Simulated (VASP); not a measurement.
# Ba (R-3m) in VASP: single point with r2SCAN

Aim: the single point of Ba with r2SCAN.

All numbers are computed with VASP 6.6.1; they aren't measurements. Logs are shortened: lines on timing, memory, paths and dates and some standing lists are left out, and cuts for length are marked.

**1. The cell of the first run**

The typed cell holds 1 atom: a = 4.388 Å, b = 4.388 Å, c = 4.388 Å, α = 109.48°, β = 109.48°, γ = 109.48°.

**2. Single point, r2SCAN**

POSCAR

```
Ba
1.0
    3.5832971744      2.0688175882      1.4623303375
   -3.5832971744      2.0688175882      1.4623303375
    0.0000000000     -4.1376351765      1.4623303375
Ba
1
Direct
    0.5000000000      0.5000000000      0.5000000000
```

INCAR.step1

```
PREC = Accurate ; ENCUT = 520
ISMEAR = 0 ; SIGMA = 0.1
LREAL = F ; LASPH = T
NELM = 100 ; NBANDS = 11
GGA = PE ; ALGO = Normal
EDIFF = 1E-4 ; LWAVE = T
LCHARG = F
```

INCAR.step2

```
PREC = Accurate ; ENCUT = 520
EDIFF = 1E-6 ; ISMEAR = 0
SIGMA = 0.1 ; LREAL = F
LASPH = T ; NELM = 100
ALGO = Normal ; ISIF = 2
LWAVE = F ; LCHARG = T
METAGGA = R2SCAN ; LMIXTAU = T
LELF = T ; LVHAR = T
NBANDS = 11 ; ISTART = 1
```

KPOINTS

```
Automatic mesh
0
Gamma
  15 15 15
```

Potentials or basis: VASP PAW PBE potentials, release 64 (Ba_sv).

Command:

```bash
cat potpaw_PBE.64/Ba_sv/POTCAR > POTCAR
cp INCAR.step1 INCAR
mpirun -np 1 vasp_std > vasp.out
cp INCAR.step2 INCAR
mpirun -np 1 vasp_std > vasp.out
```

OUTCAR:

```text
PREC = Accurate
   ENCUT = 520
   EDIFF = 1E-6
   ISMEAR = 0
   LREAL = F
   LASPH = T
   NELM = 100
   ISIF = 2
   METAGGA = R2SCAN
   ISTART = 1

 ion  position               nearest neighbor table
   1  0.500  0.500  0.500-

  LATTYP: Found a trigonal (rhomboedric) cell.
 ALAT       =     4.3884433310
 COS(alpha) =    -0.3334436290

  Lattice vectors:

 A1 = (   3.5832971744,   2.0688175882,   1.4623303375)
 A2 = (  -3.5832971744,   2.0688175882,   1.4623303375)
 A3 = (   0.0000000000,  -4.1376351765,   1.4623303375)

Analysis of symmetry for initial positions (statically):
=====================================================================
 Subroutine PRICEL returns:
 Original cell was already a primitive cell.

 Routine SETGRP: Setting up the symmetry group for a
 trigonal (rhombohedral) supercell.

 Subroutine GETGRP returns: Found 12 space group operations
 (whereof 12 operations were pure point group operations)
 out of a pool of 12 trial point group operations.

The static configuration has the point symmetry D_3d.

Analysis of symmetry for dynamics (positions and initial velocities):
=====================================================================
 Subroutine PRICEL returns:
 Original cell was already a primitive cell.

 Routine SETGRP: Setting up the symmetry group for a
 trigonal (rhombohedral) supercell.

 Subroutine GETGRP returns: Found 12 space group operations
 (whereof 12 operations were pure point group operations)
 out of a pool of 12 trial point group operations.

The dynamic configuration has the point symmetry D_3d.

 Subroutine INISYM returns: Found 12 space group operations
 (whereof 12 operations are pure point group operations),
 and found     1 'primitive' translations

----------------------------------------------------------------------------------------

                                     Primitive cell

  volume of cell :      65.0432

  direct lattice vectors                    reciprocal lattice vectors
     3.583297174  2.068817588  1.462330338     0.139536292  0.080561316  0.227946672
    -3.583297174  2.068817588  1.462330338    -0.139536292  0.080561316  0.227946672
     0.000000000 -4.137635176  1.462330338     0.000000000 -0.161122631  0.227946672

  length of vectors
     4.388443331  4.388443331  4.388443331     0.279141877  0.279141877  0.279141877

  position of ions in fractional coordinates (direct lattice)
     0.500000000  0.500000000  0.500000000

  ion indices of the primitive-cell ions
   primitive index   ion index
                 1           1

----------------------------------------------------------------------------------------

 KPOINTS: Automatic mesh

Automatic generation of k-mesh.
 Grid dimensions read from file:
 generate k-points for:   15   15   15

 Generating k-lattice:

  Cartesian coordinates                     Fractional coordinates (reciprocal lattice)
     0.009302419  0.005370754  0.015196445     0.066666667 -0.000000000 -0.000000000
    -0.009302419  0.005370754  0.015196445    -0.000000000  0.066666667 -0.000000000
     0.000000000 -0.010741509  0.015196445     0.000000000  0.000000000  0.066666667

  Length of vectors
     0.018609458  0.018609458  0.018609458

  Shift w.r.t. Gamma in fractional coordinates (k-lattice)
     0.000000000  0.000000000  0.000000000

 Subroutine IBZKPT returns following result:
 ===========================================

 Found    344 irreducible k-points:

 Following reciprocal coordinates:
            Coordinates               Weight
  0.000000  0.000000  0.000000      1.000000
  0.066667 -0.000000 -0.000000      6.000000
  0.133333  0.000000 -0.000000      6.000000
  0.200000 -0.000000 -0.000000      6.000000
  0.266667  0.000000 -0.000000      6.000000
  0.333333  0.000000 -0.000000      6.000000
[... 16 lines left out ...]
  0.133333  0.133333 -0.000000      6.000000
  0.200000  0.133333 -0.000000     12.000000
 [... further k-points ...]
   k-points           NKPTS =    344   k-points in BZ     NKDIM =    344   number of bands    NBANDS=     11
   number of dos      NEDOS =    301   number of ions     NIONS =      1
   total plane-waves  NPLWV =  46656
   dimension x,y,z NGX =    36 NGY =   36 NGZ =   36
   dimension x,y,z NGXF=    72 NGYF=   72 NGZF=   72
   ions per type =               1
   NGX,Y,Z   is equivalent  to a cutoff of  13.64, 13.64, 13.64 a.u.
   NGXF,Y,Z  is equivalent  to a cutoff of  27.28, 27.28, 27.28 a.u.
 SYSTEM =  unknown system
   PREC   = accura    normal or accurate (medium, high low for compatibility)
   ISTART =      1    job   : 0-new  1-cont  2-samecut
   ICHARG =      0    charge: 1-file 2-atom 10-const
   ISPIN  =      1    spin polarized calculation?
   LNONCOLLINEAR =      F non collinear calculations
   LSORBIT =      F    spin-orbit coupling
   LASPH  =      T    aspherical Exc in radial PAW
   ENCUT  =  520.0 eV  38.22 Ry    6.18 a.u.   8.16  8.16  8.16*2*pi/ulx,y,z
   NELM   =    100;   NELMIN=  2; NELMDL=  0     # of ELM steps
   EDIFF  = 0.1E-05   stopping-criterion for ELM
   LREAL  =      F    real-space projection
   EDIFFG = 0.1E-04   stopping-criterion for IOM
   NSW    =      0    number of steps for IOM
   IBRION =     -1    ionic relax: 0-MD 1-quasi-New 2-CG
   NFREE  =      0    steps in history (QN), initial steepest desc. (CG)
   ISIF   =      2    stress and relaxation
   ISYM   =      2    0-nonsym 1-usesym 2-fastsym
   POTIM  = 0.5000    time-step for ionic-motion
   TEBEG  =    0.0;   TEEND  =   0.0 temperature during run
   PSTRESS=    0.0 pullay stress
   NELECT =      10.0000    total number of electrons
   NUPDOWN=      -1.0000    fix difference up-down
   EMIN   =  10.00;   EMAX   =-10.00  energy-range for DOS
   EFERMI =   0.00;   METHOD = LEGACY
   ISMEAR =     0;   SIGMA  =   0.10  broadening in eV -4-tet -1-fermi 0-gaus
   EFERMI_NEDOS =   21; number of points for ismear=-14 and -15
   IALGO  =     38    algorithm
   IMIX   =      4    mixing-type and parameters
     AMIX     =   0.40;   BMIX     =  1.00
     AMIX_MAG =   1.60;   BMIX_MAG =  1.00
  volume/ion in A,a.u.               =      65.04       438.93
  Fermi-wavevector in a.u.,A,eV,Ry     =   0.877016  1.657320 10.465020  0.769157
  Thomas-Fermi vector in A             =   1.996906
   LORBIT       =      0    0 simple, 1 ext, 2 COOP (PROOUT), +10 PAW based schemes
   METAGGA = R2SCAN    functional components
   LHFCALC =     F    Hartree Fock is set to
   AEXX    =    0.0000 exact exchange contribution
   IVDW    =     0    specifies the selected vdW correction
   LEPSILON=     F    determine dielectric tensor
   LRPA    =     F    only Hartree local field effects (RPA)
 non-spin polarized calculation
 Gauss-broadening in eV      SIGMA  =   0.10
  energy-cutoff  :      520.00
  volume of cell :       65.04
 maximum number of plane-waves:      1772
 NGX is ok and might be reduce to    36
   NGX = 17   NGY = 17   NGZ = 17

 number of electron      10.0000000 magnetization

 Free energy of the ion-electron system (eV)
  ---------------------------------------------------
  ext. energy  EPLUGINS =         0.00000000
  ---------------------------------------------------
  free energy    TOTEN  =       -26.43633753 eV

  energy without entropy =      -26.43061487  energy(sigma->0) =      -26.43347620

 E-fermi :   1.6179     XC(G=0):  -7.7220

 val. band max:        1.6070344546   @ k =  -0.3333  -0.3333   0.1333
 cond. band min:       1.6317515053   @ k =  -0.4000  -0.4000   0.2000
 fundamental gap:      0.0247170507
 Fermi energy:         1.6179355700

 k-point     1 :       0.0000    0.0000    0.0000
  band No.  band energies     occupation
      1     -28.3498      2.00000
      2     -12.8978      2.00000
      3     -12.8978      2.00000
      4     -12.8976      2.00000
      5      -1.2483      2.00000
      6       3.7204      0.00000
      7       3.7232      0.00000
      8       3.7232      0.00000
      9       5.0352      0.00000
     10       5.0352      0.00000
     11       8.8150      0.00000

 k-point     2 :       0.0667   -0.0000   -0.0000
  band No.  band energies     occupation
      1     -28.3480      2.00000
      2     -12.9176      2.00000
      3     -12.9037      2.00000
      4     -12.8980      2.00000
      5      -1.1634      2.00000
      6       3.6473      0.00000
      7       3.6799      0.00000
      8       3.8054      0.00000
      9       4.9075      0.00000
     10       5.0278      0.00000
     11       8.9169      0.00000

 k-point     3 :       0.1333    0.0000   -0.0000
  band No.  band energies     occupation
      1     -28.3430      2.00000
      2     -12.9731      2.00000
      3     -12.9203      2.00000
      4     -12.8985      2.00000
      5      -0.9186      2.00000
      6       3.4516      0.00000
      7       3.4969      0.00000
      8       4.0548      0.00000
      9       4.7320      0.00000
     10       5.0194      0.00000
     11       9.1598      0.00000

 k-point     4 :       0.2000   -0.0000   -0.0000
  band No.  band energies     occupation
      1     -28.3357      2.00000
      2     -13.0531      2.00000
      3     -12.9447      2.00000
      4     -12.8993      2.00000
      5      -0.5440      2.00000
      6       3.1590      0.00000
      7       3.2011      0.00000
      8       4.4611      0.00000
      9       4.7334      0.00000
     10       5.0402      0.00000
     11       9.3039      0.00000
[... 239 lines left out ...]
 k-point    22 :      -0.0667    0.0667    0.0000
  band No.  band energies     occupation
      1     -28.3480      2.00000
      2     -12.9177      2.00000
      3     -12.9037      2.00000
      4     -12.8979      2.00000
      5      -1.1635      2.00000
      6       3.6456      0.00000
      7       3.6795      0.00000
      8       3.8072      0.00000
      9       4.9082      0.00000
     10       5.0279      0.00000
     11       8.9186      0.00000

 k-point    23 :       0.1333    0.1333   -0.0000
  band No.  band energies     occupation
      1     -28.3318      2.00000
      2     -13.0889      2.00000
      3     -12.9482      2.00000
      4     -12.9158      2.00000
      5      -0.3278      2.00000
      6       2.9758      0.00000
      7       3.0963      0.00000
      8       4.5374      0.00000
      9       4.7309      0.00000
     10       5.2860      0.00000
     11       9.6512      0.00000

 k-point    24 :       0.2000    0.1333   -0.0000
  band No.  band energies     occupation
      1     -28.3241      2.00000
      2     -13.1602      2.00000
      3     -12.9790      2.00000
      4     -12.9211      2.00000
      5       0.1122      2.00000
      6       2.6586      0.00000
      7       2.8906      0.00000
      8       4.6067      0.00000
      9       5.2758      0.00000
     10       5.4304      0.00000
     11       9.0864      0.00000

 [... further k-points ...]
[... 5 lines left out ...]
  --------------------------------------------------------------------------------------
  -------------------------------------------------------------------------------------
  Total        0.0181440      0.0181440      0.0208707      0.0000000     -0.0000000     -0.0000000
  in kB        0.4469317      0.4469317      0.5140976      0.0000000     -0.0000000     -0.0000000
  external PRESSURE =       0.4693203 kB  Pullay stress =       0.0000000 kB

 VOLUME and BASIS-vectors are now :
 -----------------------------------------------------------------------------
  energy-cutoff  :      520.00
  volume of cell :       65.04
      direct lattice vectors                 reciprocal lattice vectors
     3.583297174  2.068817588  1.462330338     0.139536292  0.080561316  0.227946672
    -3.583297174  2.068817588  1.462330338    -0.139536292  0.080561316  0.227946672
     0.000000000 -4.137635176  1.462330338     0.000000000 -0.161122631  0.227946672

 POSITION                                       TOTAL-FORCE (eV/Angst)
 -----------------------------------------------------------------------------------
      0.00000     -0.00000      2.19350         0.000000      0.000000      0.000000
 -----------------------------------------------------------------------------------
    total drift:                               -0.000000     -0.000000      0.000000

  FREE ENERGIE OF THE ION-ELECTRON SYSTEM (eV)
  ---------------------------------------------------
  free  energy   TOTEN  =       -26.4363375341 eV

  energy  without entropy=      -26.4306148695  energy(sigma->0) =      -26.43347620
```

Wall time 12 min (1 thread of Intel Xeon Platinum 8259CL at 2.50GHz (Skylake/Cascade Lake), shared host); peak memory 0.39 GiB.

Results:

- Free energy: -26.4363 eV
- Pressure: 0.0 GPa
- Band gap on the k mesh: zero (bands 5 and 6 overlap by 1.02 eV)

Caveat: the PAW data sets were made with another functional, which shifts forces and pressure a little; spin-orbit coupling is left out, which moves the levels of the heavy elements.
